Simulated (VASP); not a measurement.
# Ni3Ge (Pm-3m) in VASP: single point with LDA

Aim: the single point of Ni3Ge with LDA.

Everything below comes from runs of VASP 6.6.1. Logs are shortened: lines on timing, memory, paths and dates and some standing lists are left out, and cuts for length are marked.

### 1 The cell of the first run

Symmetry: Pm-3m, No. 221, cubic system. Conventional cell: a = 3.530 Å, b = 3.530 Å, c = 3.530 Å, α = 90.00°, β = 90.00°, γ = 90.00°. Within 3.3 Å of Ni (site symmetry 4/mmm) lie 8 Ni at 2.50 Å and 4 Ge at 2.50 Å. Ge (site symmetry m-3m) has 12 Ni at 2.50 Å within 3.3 Å.

### 2 Single point, LDA

INCAR

```
PREC = Accurate
ENCUT = 520
EDIFF = 1E-6
ISMEAR = -1
SIGMA = 0.05
LREAL = F
LASPH = T
NELM = 60
ALGO = Normal
ISIF = 2
LWAVE = F
LCHARG = F
NBANDS = 30
```

KPOINTS

```
Automatic mesh
0
Gamma
  8 8 8
```

POSCAR

```
Ni3Ge
1.0
    3.5303341067      0.0000000000      0.0000000000
    0.0000000000      3.5303341067      0.0000000000
    0.0000000000      0.0000000000      3.5303341067
Ni Ge
3 1
Direct
    0.5000000000      0.0000000000      0.5000000000
    0.0000000000      0.5000000000      0.5000000000
    0.5000000000      0.5000000000      0.0000000000
    0.0000000000      0.0000000000      0.0000000000
```

Potentials or basis: VASP PAW LDA potentials, release 64 (Ni, Ge_d).

Launch:

```bash
> cat potpaw_LDA.64/Ni/POTCAR potpaw_LDA.64/Ge_d/POTCAR > POTCAR
> mpirun -np 1 vasp_std > vasp.out
```

OUTCAR:

```text
PREC = Accurate
   ENCUT = 520
   EDIFF = 1E-6
   ISMEAR = -1
   LREAL = F
   LASPH = T
   NELM = 60
   ISIF = 2

 ion  position               nearest neighbor table
   1  0.500  0.000  0.500-   2 2.50   3 2.50   4 2.50   3 2.50   4 2.50   2 2.50   3 2.50   3 2.50
                             2 2.50   4 2.50   4 2.50   2 2.50
   2  0.000  0.500  0.500-   1 2.50   3 2.50   4 2.50   3 2.50   4 2.50   1 2.50   4 2.50   4 2.50
                             1 2.50   3 2.50   3 2.50   1 2.50
   3  0.500  0.500  0.000-   1 2.50   2 2.50   4 2.50   1 2.50   2 2.50   1 2.50   4 2.50   1 2.50
                             2 2.50   4 2.50   2 2.50   4 2.50
   4  0.000  0.000  0.000-   1 2.50   2 2.50   3 2.50   1 2.50   2 2.50   2 2.50   3 2.50   2 2.50
                             1 2.50   3 2.50   1 2.50   3 2.50

  LATTYP: Found a simple cubic cell.
 ALAT       =     3.5303341067

  Lattice vectors:

 A1 = (   3.5303341067,   0.0000000000,   0.0000000000)
 A2 = (   0.0000000000,   3.5303341067,   0.0000000000)
 A3 = (   0.0000000000,   0.0000000000,   3.5303341067)

Analysis of symmetry for initial positions (statically):
=====================================================================
 Subroutine PRICEL returns:
 Original cell was already a primitive cell.

 Routine SETGRP: Setting up the symmetry group for a
 simple cubic supercell.

 Subroutine GETGRP returns: Found 48 space group operations
 (whereof 48 operations were pure point group operations)
 out of a pool of 48 trial point group operations.

The static configuration has the point symmetry O_h .

Analysis of symmetry for dynamics (positions and initial velocities):
=====================================================================
 Subroutine PRICEL returns:
 Original cell was already a primitive cell.

 Routine SETGRP: Setting up the symmetry group for a
 simple cubic supercell.

 Subroutine GETGRP returns: Found 48 space group operations
 (whereof 48 operations were pure point group operations)
 out of a pool of 48 trial point group operations.

The dynamic configuration has the point symmetry O_h .

 Subroutine INISYM returns: Found 48 space group operations
 (whereof 48 operations are pure point group operations),
 and found     1 'primitive' translations

----------------------------------------------------------------------------------------

                                     Primitive cell

  volume of cell :      43.9995

  direct lattice vectors                    reciprocal lattice vectors
     3.530334107  0.000000000  0.000000000     0.283259309  0.000000000  0.000000000
     0.000000000  3.530334107  0.000000000     0.000000000  0.283259309  0.000000000
     0.000000000  0.000000000  3.530334107     0.000000000  0.000000000  0.283259309

  length of vectors
     3.530334107  3.530334107  3.530334107     0.283259309  0.283259309  0.283259309

  position of ions in fractional coordinates (direct lattice)
     0.500000000  0.000000000  0.500000000
     0.000000000  0.500000000  0.500000000
     0.500000000  0.500000000  0.000000000
     0.000000000  0.000000000  0.000000000

  ion indices of the primitive-cell ions
   primitive index   ion index
                 1           1
                 2           2
                 3           3
                 4           4

----------------------------------------------------------------------------------------

 KPOINTS: Automatic mesh

Automatic generation of k-mesh.
 Grid dimensions read from file:
 generate k-points for:    8    8    8

 Generating k-lattice:

  Cartesian coordinates                     Fractional coordinates (reciprocal lattice)
     0.035407414  0.000000000  0.000000000     0.125000000  0.000000000  0.000000000
     0.000000000  0.035407414  0.000000000     0.000000000  0.125000000  0.000000000
     0.000000000  0.000000000  0.035407414     0.000000000  0.000000000  0.125000000

  Length of vectors
     0.035407414  0.035407414  0.035407414

  Shift w.r.t. Gamma in fractional coordinates (k-lattice)
     0.000000000  0.000000000  0.000000000

 Subroutine IBZKPT returns following result:
 ===========================================

 Found     35 irreducible k-points:

 Following reciprocal coordinates:
            Coordinates               Weight
  0.000000  0.000000  0.000000      1.000000
  0.125000  0.000000  0.000000      6.000000
  0.250000  0.000000  0.000000      6.000000
  0.375000  0.000000  0.000000      6.000000
  0.500000  0.000000  0.000000      3.000000
  0.125000  0.125000  0.000000     12.000000
[... 16 lines left out ...]
  0.375000  0.375000  0.125000     24.000000
  0.500000  0.375000  0.125000     24.000000
 [... further k-points ...]
   k-points           NKPTS =     35   k-points in BZ     NKDIM =     35   number of bands    NBANDS=     30
   number of dos      NEDOS =    301   number of ions     NIONS =      4
   total plane-waves  NPLWV =  21952
   dimension x,y,z NGX =    28 NGY =   28 NGZ =   28
   dimension x,y,z NGXF=    56 NGYF=   56 NGZF=   56
   ions per type =               3   1
   NGX,Y,Z   is equivalent  to a cutoff of  13.19, 13.19, 13.19 a.u.
   NGXF,Y,Z  is equivalent  to a cutoff of  26.37, 26.37, 26.37 a.u.
 SYSTEM =  unknown system
   PREC   = accura    normal or accurate (medium, high low for compatibility)
   ISTART =      0    job   : 0-new  1-cont  2-samecut
   ICHARG =      2    charge: 1-file 2-atom 10-const
   ISPIN  =      1    spin polarized calculation?
   LNONCOLLINEAR =      F non collinear calculations
   LSORBIT =      F    spin-orbit coupling
   LASPH  =      T    aspherical Exc in radial PAW
   ENCUT  =  520.0 eV  38.22 Ry    6.18 a.u.   6.56  6.56  6.56*2*pi/ulx,y,z
   NELM   =     60;   NELMIN=  2; NELMDL= -5     # of ELM steps
   EDIFF  = 0.1E-05   stopping-criterion for ELM
   LREAL  =      F    real-space projection
   EDIFFG = 0.1E-04   stopping-criterion for IOM
   NSW    =      0    number of steps for IOM
   IBRION =     -1    ionic relax: 0-MD 1-quasi-New 2-CG
   NFREE  =      0    steps in history (QN), initial steepest desc. (CG)
   ISIF   =      2    stress and relaxation
   ISYM   =      2    0-nonsym 1-usesym 2-fastsym
   POTIM  = 0.5000    time-step for ionic-motion
   TEBEG  =    0.0;   TEEND  =   0.0 temperature during run
   PSTRESS=    0.0 pullay stress
   NELECT =      44.0000    total number of electrons
   NUPDOWN=      -1.0000    fix difference up-down
   EMIN   =  10.00;   EMAX   =-10.00  energy-range for DOS
   EFERMI =   0.00;   METHOD = LEGACY
   ISMEAR =    -1;   SIGMA  =   0.05  broadening in eV -4-tet -1-fermi 0-gaus
   EFERMI_NEDOS =   21; number of points for ismear=-14 and -15
   IALGO  =     38    algorithm
   IMIX   =      4    mixing-type and parameters
     AMIX     =   0.40;   BMIX     =  1.00
     AMIX_MAG =   1.60;   BMIX_MAG =  1.00
  volume/ion in A,a.u.               =      11.00        74.23
  Fermi-wavevector in a.u.,A,eV,Ry     =   1.637105  3.093680 36.465156  2.680113
  Thomas-Fermi vector in A             =   2.728300
   LORBIT       =      0    0 simple, 1 ext, 2 COOP (PROOUT), +10 PAW based schemes
   GGA     = CA    functional components
   LHFCALC =     F    Hartree Fock is set to
   AEXX    =    0.0000 exact exchange contribution
   IVDW    =     0    specifies the selected vdW correction
   LEPSILON=     F    determine dielectric tensor
   LRPA    =     F    only Hartree local field effects (RPA)
 non-spin polarized calculation
  energy-cutoff  :      520.00
  volume of cell :       44.00
 maximum number of plane-waves:      1213
 NGX is ok and might be reduce to    28
   NGX = 13   NGY = 13   NGZ = 13

 number of electron      43.9999972 magnetization

 Free energy of the ion-electron system (eV)
  ---------------------------------------------------
  ext. energy  EPLUGINS =         0.00000000
  ---------------------------------------------------
  free energy    TOTEN  =       -26.37027610 eV

  energy without entropy =      -26.35307563  energy(sigma->0) =      -26.36167587

 E-fermi :  10.0652     XC(G=0): -13.8230

 val. band max:        9.9941728731   @ k =   0.1250   0.1250   0.0000
 cond. band min:      10.0786608500   @ k =   0.5000   0.3750   0.3750
 fundamental gap:      0.0844879769
 Fermi energy:        10.0652280303

 k-point     1 :       0.0000    0.0000    0.0000
  band No.  band energies     occupation
      1     -14.6706      2.00000
      2     -14.6706      2.00000
      3     -14.6565      2.00000
      4     -14.6565      2.00000
      5     -14.6565      2.00000
      6      -2.4456      2.00000
[... 22 lines left out ...]
     29      20.5789      0.00000
     30      20.5789      0.00000

 k-point     2 :       0.1250    0.0000    0.0000
  band No.  band energies     occupation
      1     -14.6699      2.00000
      2     -14.6667      2.00000
      3     -14.6566      2.00000
      4     -14.6566      2.00000
      5     -14.6563      2.00000
      6      -2.2699      2.00000
[... 22 lines left out ...]
     29      20.1520      0.00000
     30      20.1520      0.00000

 k-point     3 :       0.2500    0.0000    0.0000
  band No.  band energies     occupation
      1     -14.6683      2.00000
      2     -14.6575      2.00000
      3     -14.6568      2.00000
      4     -14.6568      2.00000
      5     -14.6559      2.00000
      6      -1.7652      2.00000
[... 22 lines left out ...]
     29      18.6821      0.00000
     30      20.5656      0.00000

 k-point     4 :       0.3750    0.0000    0.0000
  band No.  band energies     occupation
      1     -14.6668      2.00000
      2     -14.6569      2.00000
      3     -14.6569      2.00000
      4     -14.6555      2.00000
      5     -14.6482      2.00000
      6      -1.0441      2.00000
[... 616 lines left out ...]
     29      20.9510      0.00000
     30      21.1279      0.00000

 k-point    23 :       0.3750    0.3750    0.1250
  band No.  band energies     occupation
      1     -14.6660      2.00000
      2     -14.6581      2.00000
      3     -14.6580      2.00000
      4     -14.6529      2.00000
      5     -14.6356      2.00000
      6       0.2132      2.00000
[... 22 lines left out ...]
     29      20.7149      0.00000
     30      22.2151      0.00000

 k-point    24 :       0.5000    0.3750    0.1250
  band No.  band energies     occupation
      1     -14.6675      2.00000
      2     -14.6584      2.00000
      3     -14.6580      2.00000
      4     -14.6522      2.00000
      5     -14.6327      2.00000
      6       0.5224      2.00000
[... 22 lines left out ...]
     29      19.8153      0.00000
     30      22.0594      0.00000

 [... further k-points ...]
[... 5 lines left out ...]
  --------------------------------------------------------------------------------------
  -------------------------------------------------------------------------------------
  Total       -1.9750471     -1.9750471     -1.9750471     -0.0000000      0.0000000     -0.0000000
  in kB      -71.9184993    -71.9184993    -71.9184993     -0.0000000      0.0000000     -0.0000000
  external PRESSURE =     -71.9184993 kB  Pullay stress =       0.0000000 kB

 VOLUME and BASIS-vectors are now :
 -----------------------------------------------------------------------------
  energy-cutoff  :      520.00
  volume of cell :       44.00
      direct lattice vectors                 reciprocal lattice vectors
     3.530334107  0.000000000  0.000000000     0.283259309  0.000000000  0.000000000
     0.000000000  3.530334107  0.000000000     0.000000000  0.283259309  0.000000000
     0.000000000  0.000000000  3.530334107     0.000000000  0.000000000  0.283259309

 POSITION                                       TOTAL-FORCE (eV/Angst)
 -----------------------------------------------------------------------------------
      1.76517      0.00000      1.76517         0.000000      0.000000      0.000000
      0.00000      1.76517      1.76517         0.000000      0.000000      0.000000
      1.76517      1.76517      0.00000         0.000000      0.000000      0.000000
      0.00000      0.00000      0.00000         0.000000      0.000000      0.000000
 -----------------------------------------------------------------------------------
    total drift:                                0.000000      0.000000      0.000000

  FREE ENERGIE OF THE ION-ELECTRON SYSTEM (eV)
  ---------------------------------------------------
  free  energy   TOTEN  =       -26.3702761047 eV

  energy  without entropy=      -26.3530756292  energy(sigma->0) =      -26.36167587
```

Wall time 47 s (1 thread of AMD EPYC 7R43 (Zen 3), shared host); peak memory 0.13 GiB.

Results:

```
Free energy            : -26.3703 eV
Pressure               : -7.2 GPa
Band gap on the k mesh : zero (band 22 reaches 10.09 eV, above the bottom of band 23 at 9.86 eV)
```

Levels at points of the mesh, in eV from the Fermi level:
```tsv
k point	band 18	band 19	band 20	band 21	band 22	band 23	band 24	band 25	band 26	band 27
(0.00, 0.00, 0.00)	-0.92	-0.58	-0.58	-0.29	0.02	0.02	0.02	3.92	6.96	6.96
(0.50, 0.00, 0.00)	-1.31	-1.24	-1.14	-0.53	0.02	3.63	3.63	4.63	5.83	5.83
(0.50, 0.50, 0.00)	-1.40	-1.19	-1.12	-0.95	-0.95	0.64	0.64	5.71	6.49	8.73
(0.50, 0.50, 0.50)	-1.33	-1.17	-1.17	-0.44	-0.21	-0.21	-0.21	0.66	4.24	4.24
```

Spin polarisation is off, so any magnetic state and its effect on volume and gap are missing.
